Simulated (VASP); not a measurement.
# NbN in VASP: single point with PBE

Aim: the single point of NbN with PBE.

All numbers are computed with VASP 6.6.1; they aren't measurements. Logs are shortened: lines on timing, memory, paths and dates and some standing lists are left out, and cuts for length are marked.

## 1. The cell of the first run

The cell holds a slab with vacuum, 12 atoms: a = 3.127 Å, b = 3.127 Å, c = 26.054 Å, α = 90.00°, β = 90.00°, γ = 90.00°.

## 2. Single point, PBE

Input file INCAR:

```
PREC     = Accurate       # precision mode
ENCUT    = 520            # plane-wave cutoff, eV
EDIFF    = 1E-6           # SCF threshold, eV
ISMEAR   = 0              # smearing method
SIGMA    = 0.1            # smearing width, eV
LREAL    = False          # projectors in reciprocal space
LASPH    = True           # aspherical terms in the spheres
NELM     = 60             # most SCF steps
ALGO     = Normal         # electronic algorithm
ISIF     = 2              # what is computed and relaxed
LWAVE    = False          # write WAVECAR
LCHARG   = True           # write CHGCAR
LDIPOL   = True         
IDIPOL   = 3            
DIPOL    = 0.5 0.5 0.500
GGA      = PE             # functional
LELF     = True           # ELF
LVHAR    = True         
LVACPOTAV= True         
NBANDS   = 66             # bands
```

Input file KPOINTS:

```
Automatic mesh
0
Gamma
  11 11 1
```

Input file POSCAR:

```
NbN
1.0
    3.1265030847      0.0000000000      0.0000000000
    0.0000000000      3.1265030847      0.0000000000
    0.0000000000      0.0000000000     26.0538576630
Nb N
6 6
Direct
    0.0000000000      0.0000000000      0.2912597266
    0.5000000000      0.5000000000      0.3664828623
    0.0000000000      0.0000000000      0.4621844492
    0.5000000000      0.5000000000      0.5378155511
    0.0000000000      0.0000000000      0.6335171373
    0.5000000000      0.5000000000      0.7087402727
    0.5000000000      0.5000000000      0.2782749913
    0.0000000000      0.0000000000      0.3732533252
    0.5000000000      0.5000000000      0.4525109735
    0.0000000000      0.0000000000      0.5474890273
    0.5000000000      0.5000000000      0.6267466748
    0.0000000000      0.0000000000      0.7217250087
```

Potentials or basis: VASP PAW PBE potentials, release 64 (Nb_sv, N).

Started as:

```
> cat potpaw_PBE.64/Nb_sv/POTCAR potpaw_PBE.64/N/POTCAR > POTCAR
> mpirun -np 1 vasp_std > vasp.out
```

OUTCAR:

```text
PREC = Accurate
   ENCUT = 520
   EDIFF = 1E-6
   ISMEAR = 0
   LREAL = False
   LASPH = True
   NELM = 60
   ISIF = 2
   GGA = PE

 ion  position               nearest neighbor table
   1  0.000  0.000  0.291-   8 2.14   7 2.24   7 2.24   7 2.24   7 2.24   2 2.95   2 2.95   2 2.95
                             2 2.95
   2  0.500  0.500  0.366-   8 2.22   8 2.22   8 2.22   8 2.22   9 2.24   7 2.30   1 2.95   1 2.95
                             1 2.95   1 2.95
   3  0.000  0.000  0.462-  10 2.22   9 2.23   9 2.23   9 2.23   9 2.23   8 2.32   4 2.96   4 2.96
                             4 2.96   4 2.96
   4  0.500  0.500  0.538-   9 2.22  10 2.23  10 2.23  10 2.23  10 2.23  11 2.32   3 2.96   3 2.96
                             3 2.96   3 2.96
   5  0.000  0.000  0.634-  11 2.22  11 2.22  11 2.22  11 2.22  10 2.24  12 2.30   6 2.95   6 2.95
                             6 2.95   6 2.95
   6  0.500  0.500  0.709-  11 2.14  12 2.24  12 2.24  12 2.24  12 2.24   5 2.95   5 2.95   5 2.95
                             5 2.95
   7  0.500  0.500  0.278-   1 2.24   1 2.24   1 2.24   1 2.24   2 2.30
   8  0.000  0.000  0.373-   1 2.14   2 2.22   2 2.22   2 2.22   2 2.22   3 2.32
   9  0.500  0.500  0.453-   4 2.22   3 2.23   3 2.23   3 2.23   3 2.23   2 2.24
  10  0.000  0.000  0.547-   3 2.22   4 2.23   4 2.23   4 2.23   4 2.23   5 2.24
  11  0.500  0.500  0.627-   6 2.14   5 2.22   5 2.22   5 2.22   5 2.22   4 2.32
  12  0.000  0.000  0.722-   6 2.24   6 2.24   6 2.24   6 2.24   5 2.30

  LATTYP: Found a simple tetragonal cell.
 ALAT       =     3.1265030847
 C/A-ratio  =     8.3332262778

  Lattice vectors:

 A1 = (   3.1265030847,   0.0000000000,   0.0000000000)
 A2 = (   0.0000000000,   3.1265030847,   0.0000000000)
 A3 = (   0.0000000000,   0.0000000000,  26.0538576630)

Analysis of symmetry for initial positions (statically):
=====================================================================
 Subroutine PRICEL returns:
 Original cell was already a primitive cell.

 Routine SETGRP: Setting up the symmetry group for a
 simple tetragonal supercell.

 Subroutine GETGRP returns: Found 16 space group operations
 (whereof  8 operations were pure point group operations)
 out of a pool of 16 trial point group operations.

The static configuration has the point symmetry C_4v.
 The point group associated with its full space group is D_4h.

Analysis of symmetry for dynamics (positions and initial velocities):
=====================================================================
 Subroutine PRICEL returns:
 Original cell was already a primitive cell.

 Routine SETGRP: Setting up the symmetry group for a
 simple tetragonal supercell.

[... 138 lines left out ...]
   IALGO  =     38    algorithm
   IMIX   =      4    mixing-type and parameters
     AMIX     =   0.40;   BMIX     =  1.00
     AMIX_MAG =   1.60;   BMIX_MAG =  1.00
  volume/ion in A,a.u.               =      21.22       143.22
  Fermi-wavevector in a.u.,A,eV,Ry     =   1.229946  2.324262 20.582458  1.512768
  Thomas-Fermi vector in A             =   2.364814
   LORBIT       =      0    0 simple, 1 ext, 2 COOP (PROOUT), +10 PAW based schemes
   GGA     = PE    functional components
   LHFCALC =     F    Hartree Fock is set to
   AEXX    =    0.0000 exact exchange contribution
   IVDW    =     0    specifies the selected vdW correction
   LEPSILON=     F    determine dielectric tensor
   LRPA    =     F    only Hartree local field effects (RPA)
 non-spin polarized calculation
 Gauss-broadening in eV      SIGMA  =   0.10
  energy-cutoff  :      520.00
  volume of cell :      254.68
 maximum number of plane-waves:      6922
 NGX is ok and might be reduce to    24
   NGX = 11   NGY = 11   NGZ = 97

 number of electron     107.9999999 magnetization

 dipolmoment           0.000000      0.000000      0.000000 electrons x Angstroem

 Free energy of the ion-electron system (eV)
  ---------------------------------------------------
  ext. energy  EPLUGINS =         0.00000000
  ---------------------------------------------------
  free energy    TOTEN  =      -122.25107637 eV

  energy without entropy =     -122.21691339  energy(sigma->0) =     -122.23399488

 E-fermi :   5.2809     XC(G=0):  -7.4701

 val. band max:        5.2743153711   @ k =   0.2727   0.0909   0.0000
 cond. band min:       5.2820033984   @ k =   0.0909   0.0000   0.0000
 fundamental gap:      0.0076880273
 Fermi energy:         5.2809413587

 k-point     1 :       0.0000    0.0000    0.0000
  band No.  band energies     occupation
      1     -50.9599      2.00000
      2     -50.8931      2.00000
      3     -50.8891      2.00000
      4     -50.8072      2.00000
      5     -50.7339      2.00000
      6     -50.7320      2.00000
[... 1438 lines left out ...]
     65       8.1441      0.00000
     66       8.1508      0.00000

------------------------ aborting loop because EDIFF is reached ----------------------------------------

  FORCE on cell =-STRESS in cart. coord.  units (eV):
  Direction    XX          YY          ZZ          XY          YZ          ZX
  --------------------------------------------------------------------------------------
  -------------------------------------------------------------------------------------
  Total      -11.8570956    -11.8570956     -0.3503669      0.0000000      0.0000000      0.0000000
  in kB      -74.5931841    -74.5931841     -2.2041640      0.0000000      0.0000000      0.0000000
  external PRESSURE =     -50.4635107 kB  Pullay stress =       0.0000000 kB

 VOLUME and BASIS-vectors are now :
 -----------------------------------------------------------------------------
  energy-cutoff  :      520.00
  volume of cell :      254.68
      direct lattice vectors                 reciprocal lattice vectors
     3.126503085  0.000000000  0.000000000     0.319846158  0.000000000  0.000000000
     0.000000000  3.126503085  0.000000000     0.000000000  0.319846158  0.000000000
     0.000000000  0.000000000 26.053857663     0.000000000  0.000000000  0.038382032

 POSITION                                       TOTAL-FORCE (eV/Angst)
 -----------------------------------------------------------------------------------
      0.00000      0.00000      7.58844         0.000000      0.000000      0.015701
      1.56325      1.56325      9.54829         0.000000      0.000000      0.010891
      0.00000      0.00000     12.04169         0.000000     -0.000000     -0.013379
      1.56325      1.56325     14.01217         0.000000      0.000000      0.013379
      0.00000      0.00000     16.50557         0.000000      0.000000     -0.010891
      1.56325      1.56325     18.46542         0.000000     -0.000000     -0.015701
      1.56325      1.56325      7.25014        -0.000000     -0.000000      0.010479
      0.00000      0.00000      9.72469         0.000000      0.000000     -0.020485
      1.56325      1.56325     11.78966         0.000000     -0.000000     -0.000529
      0.00000      0.00000     14.26420         0.000000      0.000000      0.000529
      1.56325      1.56325     16.32917        -0.000000     -0.000000      0.020485
      0.00000      0.00000     18.80372         0.000000      0.000000     -0.010479
 -----------------------------------------------------------------------------------
    total drift:                                0.000000     -0.000000      0.000045

  FREE ENERGIE OF THE ION-ELECTRON SYSTEM (eV)
  ---------------------------------------------------
  free  energy   TOTEN  =      -122.2510763676 eV

  energy  without entropy=     -122.2169133936  energy(sigma->0) =     -122.23399488

 vacuum level on the upper side and lower side of the slab         8.459         8.459
```

OSZICAR:

```text
N       E                     dE             d eps       ncg     rms          rms(c)
DAV:   1     0.138053041064E+04    0.13805E+04   -0.59998E+04  3084   0.160E+03
DAV:   2    -0.402235396374E+01   -0.13846E+04   -0.13493E+04  3574   0.652E+02
DAV:   3    -0.132183882082E+03   -0.12816E+03   -0.12588E+03  4176   0.157E+02
[... 19 lines left out ...]
DAV:  23    -0.122251031156E+03   -0.38444E-04   -0.47412E-06  2648   0.460E-03    0.127E-03
DAV:  24    -0.122251070231E+03   -0.39075E-04   -0.68778E-06  2552   0.381E-03    0.965E-04
DAV:  25    -0.122251074239E+03   -0.40086E-05   -0.83723E-07  2432   0.279E-03    0.406E-04
DAV:  26    -0.122251075700E+03   -0.14606E-05   -0.13533E-07  2080   0.142E-03    0.278E-04
DAV:  27    -0.122251076368E+03   -0.66768E-06   -0.80114E-08  2040   0.145E-03
   1 F= -.12225108E+03 E0= -.12223399E+03  d E =-.341630E-01
```

Wall time 17 min (1 thread of AMD EPYC 7R43 (Zen 3), shared host); peak memory 0.41 GiB.

Results:

- Free energy: -122.2511 eV
- Largest force: 0.020 eV/Å
- Band gap on the k mesh: zero (band 54 reaches 6.11 eV, above the bottom of band 55 at 3.89 eV)

Forces in eV/Å, atoms in the order of the input:
```
Nb   0.000  0.000  0.016
Nb   0.000  0.000  0.011
Nb   0.000  0.000 -0.013
Nb   0.000  0.000  0.013
Nb   0.000  0.000 -0.011
Nb   0.000  0.000 -0.016
N    0.000  0.000  0.010
N    0.000  0.000 -0.020
N    0.000  0.000 -0.001
N    0.000  0.000  0.001
N    0.000  0.000  0.020
N    0.000  0.000 -0.010
```
